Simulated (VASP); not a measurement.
## Cr: single point with PBEsol

Crystal: Cr.

```
Cr
1.0
    -0.39875    1.66377    1.66377
     1.66377   -0.39875    1.66377
     1.66377    1.66377   -0.39875
Cr
1
Direct
  0.00000 0.00000 0.00000
```

This cell differs from its parent crystal: ratio of the length along [111] to the lengths across it x 0.71, volume and fractional coordinates fixed.

| Property | Result |
| --- | --- |
| Program | VASP 6.6.1 |
| Task | single point |
| Functional | PBEsol |
| Potentials or basis | VASP PAW PBE potentials, release 64 (Cr_pv) |
| Cutoff | 520 eV |
| k mesh | 24 × 24 × 24 |
| Occupations | gaussian, width 0.15 eV |
| Spin | no spin polarisation |
| Dipole correction | no |
| Further INCAR settings | ALGO = Fast; EDIFF = 1e-07; NBANDS = 12 |

| Property | Result |
| --- | --- |
| Pressure | -13.8 GPa |
| Band gap on the k mesh | zero (band 6 reaches 11.31 eV, above the bottom of band 7 at 9.37 eV) |

Stress tensor (GPa, compression positive):
```
-13.84  10.32  10.32
 10.32 -13.84  10.32
 10.32  10.32 -13.84
```

Levels at points of the mesh, in eV from the Fermi level:
| k point | band 2 | band 3 | band 4 | band 5 | band 6 | band 7 | band 8 | band 9 | band 10 | band 11 |
| --- | --- | --- | --- | --- | --- | --- | --- | --- | --- | --- |
| (0.00, 0.00, 0.00) | -42.59 | -42.37 | -7.58 | -2.43 | -2.43 | 1.60 | 1.68 | 1.68 | 7.30 | 18.44 |
| (0.50, 0.00, 0.00) | -42.55 | -42.42 | -3.78 | -2.23 | -0.45 | 0.93 | 1.49 | 1.68 | 7.29 | 7.67 |
| (0.50, 0.50, 0.00) | -43.13 | -42.47 | -4.40 | -2.90 | 1.40 | 1.65 | 3.30 | 3.89 | 7.30 | 9.94 |
| (0.50, 0.50, 0.50) | -43.00 | -43.00 | -4.06 | -1.92 | -1.92 | 3.18 | 3.18 | 5.45 | 7.30 | 13.30 |

Wall time 82 s on 1 thread of AMD EPYC 9R45 96-Core Processor (Zen 5), with other jobs on the host, peak memory 0.25 GiB.

Caveat: the PAW data sets were made with another functional, which shifts forces and pressure a little; the run has no spin polarisation, though such a crystal can be magnetic. Spin polarisation is off, so any magnetic state and its effect on volume and gap are missing.
